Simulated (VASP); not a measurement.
# ScBPt3 (P4mm) in VASP: single point with r2SCAN

Aim: the single point of ScBPt3 with r2SCAN.

All numbers are computed with VASP 6.6.1; they aren't measurements. Logs are shortened: lines on timing, memory, paths and dates and some standing lists are left out, and cuts for length are marked.

### 1 The cell of the first run

The structure is tetragonal, space group P4mm (No. 99). Conventional cell: a = 3.847 Å, b = 3.847 Å, c = 4.873 Å, α = 90.00°, β = 90.00°, γ = 90.00°. Pt (site symmetry 2mm) has 2 B at 2.08 Å and 6 Pt at 2.71 to 2.72 Å within 2.8 Å. Within 2.9 Å of Pt (site symmetry 4mm) lie 2 B at 2.16 to 2.72 Å and 4 Pt at 2.71 Å and 4 Sc at 2.77 Å. Within 2.8 Å of B (site symmetry 4mm) lie 6 Pt at 2.08 to 2.72 Å. Sc (site symmetry 4mm) has 12 Pt at 2.77 to 3.10 Å and 4 B at 3.17 Å within 3.7 Å.

### 2 Single point, r2SCAN

Contents of POSCAR:

```
ScBPt3
1.0
    3.8466560000      0.0000000000      0.0000000000
    0.0000000000      3.8466560000      0.0000000000
    0.0000000000      0.0000000000      4.8730720000
Pt B Sc
3 1 1
Direct
    0.0000000000      0.5000000000      0.5000000000
    0.5000000000      0.0000000000      0.5000000000
    0.5000000000      0.5000000000      0.1076000000
    0.5000000000      0.5000000000      0.6650000000
    0.0000000000      0.0000000000      0.0000000000
```

Contents of INCAR.step1:

```
ALGO = Normal ; EDIFF = 1E-4
ENCUT = 520 ; GGA = PE
ISMEAR = -1 ; LASPH = True
LCHARG = False ; LREAL = False
LWAVE = True ; NBANDS = 30
NELM = 100 ; PREC = Accurate
SIGMA = 0.1
```

Contents of INCAR.step2:

```
ALGO = Normal ; EDIFF = 1E-7
ENCUT = 520 ; ISIF = 2
ISMEAR = -1 ; ISTART = 1
LASPH = True ; LCHARG = False
LMIXTAU = True ; LREAL = False
LWAVE = False ; METAGGA = R2SCAN
NBANDS = 30 ; NELM = 100
PREC = Accurate ; SIGMA = 0.1
```

Contents of KPOINTS:

```
k-points
0
Gamma
  9 9 7
```

Potentials or basis: VASP PAW PBE potentials, release 64 (Pt, B, Sc_sv).

Started as:

```console
$ cat potpaw_PBE.64/Pt/POTCAR potpaw_PBE.64/B/POTCAR potpaw_PBE.64/Sc_sv/POTCAR > POTCAR
$ cp INCAR.step1 INCAR
$ mpirun -np 1 vasp_std > vasp.out
$ cp INCAR.step2 INCAR
$ mpirun -np 1 vasp_std > vasp.out
```

OUTCAR:

```text
EDIFF = 1E-7
   ENCUT = 520
   ISIF = 2
   ISMEAR = -1
   ISTART = 1
   LASPH = True
   LREAL = False
   METAGGA = R2SCAN
   NELM = 100
   PREC = Accurate

 ion  position               nearest neighbor table
   1  0.000  0.500  0.500-   4 2.08   4 2.08   3 2.71   3 2.71   2 2.72   2 2.72   2 2.72   2 2.72
                             5 3.10   5 3.10   5 3.10   5 3.10
   2  0.500  0.000  0.500-   4 2.08   4 2.08   3 2.71   3 2.71   1 2.72   1 2.72   1 2.72   1 2.72
                             5 3.10   5 3.10   5 3.10   5 3.10
   3  0.500  0.500  0.108-   4 2.16   2 2.71   1 2.71   2 2.71   1 2.71   4 2.72   5 2.77   5 2.77
                             5 2.77   5 2.77
   4  0.500  0.500  0.665-   1 2.08   2 2.08   2 2.08   1 2.08   3 2.16   3 2.72
   5  0.000  0.000  0.000-   3 2.77   3 2.77   3 2.77   3 2.77   2 3.10   1 3.10   2 3.10   1 3.10
                             2 3.10   1 3.10   2 3.10   1 3.10

  LATTYP: Found a simple tetragonal cell.
 ALAT       =     3.8466560000
 C/A-ratio  =     1.2668333222

  Lattice vectors:

 A1 = (   3.8466560000,   0.0000000000,   0.0000000000)
 A2 = (   0.0000000000,   3.8466560000,   0.0000000000)
 A3 = (   0.0000000000,   0.0000000000,   4.8730720000)

Analysis of symmetry for initial positions (statically):
=====================================================================
 Subroutine PRICEL returns:
 Original cell was already a primitive cell.

 Routine SETGRP: Setting up the symmetry group for a
 simple tetragonal supercell.

 Subroutine GETGRP returns: Found  8 space group operations
 (whereof  8 operations were pure point group operations)
 out of a pool of 16 trial point group operations.

The static configuration has the point symmetry C_4v.

Analysis of symmetry for dynamics (positions and initial velocities):
=====================================================================
 Subroutine PRICEL returns:
 Original cell was already a primitive cell.

 Routine SETGRP: Setting up the symmetry group for a
 simple tetragonal supercell.

 Subroutine GETGRP returns: Found  8 space group operations
 (whereof  8 operations were pure point group operations)
 out of a pool of 16 trial point group operations.

The dynamic configuration has the point symmetry C_4v.

 Subroutine INISYM returns: Found  8 space group operations
 (whereof  8 operations are pure point group operations),
 and found     1 'primitive' translations

----------------------------------------------------------------------------------------

                                     Primitive cell

  volume of cell :      72.1057

[... 93 lines left out ...]
   NELM   =    100;   NELMIN=  2; NELMDL=  0     # of ELM steps
   EDIFF  = 0.1E-06   stopping-criterion for ELM
   LREAL  =      F    real-space projection
   EDIFFG = 0.1E-05   stopping-criterion for IOM
   NSW    =      0    number of steps for IOM
   IBRION =     -1    ionic relax: 0-MD 1-quasi-New 2-CG
   NFREE  =      0    steps in history (QN), initial steepest desc. (CG)
   ISIF   =      2    stress and relaxation
   ISYM   =      2    0-nonsym 1-usesym 2-fastsym
   POTIM  = 0.5000    time-step for ionic-motion
   TEBEG  =    0.0;   TEEND  =   0.0 temperature during run
   PSTRESS=    0.0 pullay stress
   NELECT =      44.0000    total number of electrons
   NUPDOWN=      -1.0000    fix difference up-down
   EMIN   =  10.00;   EMAX   =-10.00  energy-range for DOS
   EFERMI =   0.00;   METHOD = LEGACY
   ISMEAR =    -1;   SIGMA  =   0.10  broadening in eV -4-tet -1-fermi 0-gaus
   EFERMI_NEDOS =   21; number of points for ismear=-14 and -15
   IALGO  =     38    algorithm
   IMIX   =      4    mixing-type and parameters
     AMIX     =   0.40;   BMIX     =  1.00
     AMIX_MAG =   1.60;   BMIX_MAG =  1.00
  volume/ion in A,a.u.               =      14.42        97.32
  Fermi-wavevector in a.u.,A,eV,Ry     =   1.388575  2.624025 26.233929  1.928139
  Thomas-Fermi vector in A             =   2.512688
   LORBIT       =      0    0 simple, 1 ext, 2 COOP (PROOUT), +10 PAW based schemes
   METAGGA = R2SCAN    functional components
   LHFCALC =     F    Hartree Fock is set to
   AEXX    =    0.0000 exact exchange contribution
   IVDW    =     0    specifies the selected vdW correction
   LEPSILON=     F    determine dielectric tensor
   LRPA    =     F    only Hartree local field effects (RPA)
 non-spin polarized calculation
  energy-cutoff  :      520.00
  volume of cell :       72.11
 maximum number of plane-waves:      1961
 NGX is ok and might be reduce to    30
   NGX = 15   NGY = 15   NGZ = 19

 number of electron      43.9999990 magnetization

 Free energy of the ion-electron system (eV)
  ---------------------------------------------------
  ext. energy  EPLUGINS =         0.00000000
  ---------------------------------------------------
  free energy    TOTEN  =      -177.38624561 eV

  energy without entropy =     -177.35651139  energy(sigma->0) =     -177.37137850

 E-fermi :   9.4762     XC(G=0): -13.5388

 val. band max:        9.4613538153   @ k =   0.2222   0.1111   0.4286
 cond. band min:       9.5897527765   @ k =   0.0000   0.0000   0.0000
 fundamental gap:      0.1283989612
 Fermi energy:         9.4762447001

 k-point     1 :       0.0000    0.0000    0.0000
  band No.  band energies     occupation
      1     -42.8754      2.00000
      2     -20.5682      2.00000
      3     -20.4772      2.00000
      4     -20.4772      2.00000
      5      -3.2282      2.00000
      6       1.4199      2.00000
[... 781 lines left out ...]
     29      13.5378      0.00000
     30      14.6386      0.00000

 [... further k-points ...]
[... 5 lines left out ...]
  --------------------------------------------------------------------------------------
  -------------------------------------------------------------------------------------
  Total        6.1073318      6.1073318      2.8694363      0.0000000      0.0000000      0.0000000
  in kB      135.7039741    135.7039741     63.7584347      0.0000000      0.0000000      0.0000000
  external PRESSURE =     111.7221276 kB  Pullay stress =       0.0000000 kB

 VOLUME and BASIS-vectors are now :
 -----------------------------------------------------------------------------
  energy-cutoff  :      520.00
  volume of cell :       72.11
      direct lattice vectors                 reciprocal lattice vectors
     3.846656000  0.000000000  0.000000000     0.259966059  0.000000000  0.000000000
     0.000000000  3.846656000  0.000000000     0.000000000  0.259966059  0.000000000
     0.000000000  0.000000000  4.873072000     0.000000000  0.000000000  0.205209363

 POSITION                                       TOTAL-FORCE (eV/Angst)
 -----------------------------------------------------------------------------------
      0.00000      1.92333      2.43654         0.000000     -0.000000     -0.022462
      1.92333      0.00000      2.43654         0.000000      0.000000     -0.022462
      1.92333      1.92333      0.52434         0.000000     -0.000000     -2.305868
      1.92333      1.92333      3.24059        -0.000000      0.000000      2.471194
      0.00000      0.00000      0.00000         0.000000      0.000000     -0.120403
 -----------------------------------------------------------------------------------
    total drift:                                0.000000      0.000000     -0.000453

  FREE ENERGIE OF THE ION-ELECTRON SYSTEM (eV)
  ---------------------------------------------------
  free  energy   TOTEN  =      -177.3862456052 eV

  energy  without entropy=     -177.3565113907  energy(sigma->0) =     -177.37137850
```

OUTCAR.step1:

```text
EDIFF = 1E-4
   ENCUT = 520
   GGA = PE
   ISMEAR = -1
   LASPH = True
   LREAL = False
[... 1028 lines left out ...]
      1.92333      1.92333      0.52434         0.000000      0.000000     -2.359743
      1.92333      1.92333      3.24059        -0.000000     -0.000000      2.404033
      0.00000      0.00000      0.00000        -0.000000     -0.000000     -0.159735
 -----------------------------------------------------------------------------------
    total drift:                                0.000000      0.000000     -0.006843

  FREE ENERGIE OF THE ION-ELECTRON SYSTEM (eV)
  ---------------------------------------------------
  free  energy   TOTEN  =       -34.9901954374 eV

  energy  without entropy=      -34.9568749589  energy(sigma->0) =      -34.97353520
```

Wall time 7 min (1 thread of Intel Xeon 6975P-C, shared host); peak memory 0.27 GiB.

What came out:

```
Free energy            : -177.3862 eV
Pressure               : 11.2 GPa
Largest force          : 2.471 eV/Å
Band gap on the k mesh : zero (band 22 reaches 10.28 eV, above the bottom of band 23 at 9.17 eV)
```

Forces in eV/Å, atoms in the order of the input:
```
Pt   0.000  0.000 -0.022
Pt   0.000  0.000 -0.022
Pt   0.000  0.000 -2.306
B    0.000  0.000  2.471
Sc   0.000  0.000 -0.120
```

Stress tensor (GPa, compression positive):
```
13.57  0.00  0.00
 0.00 13.57  0.00
 0.00  0.00  6.38
```

Caveat: the PAW data sets were made with another functional, which shifts forces and pressure a little; spin-orbit coupling is left out, which moves the levels of the heavy elements.
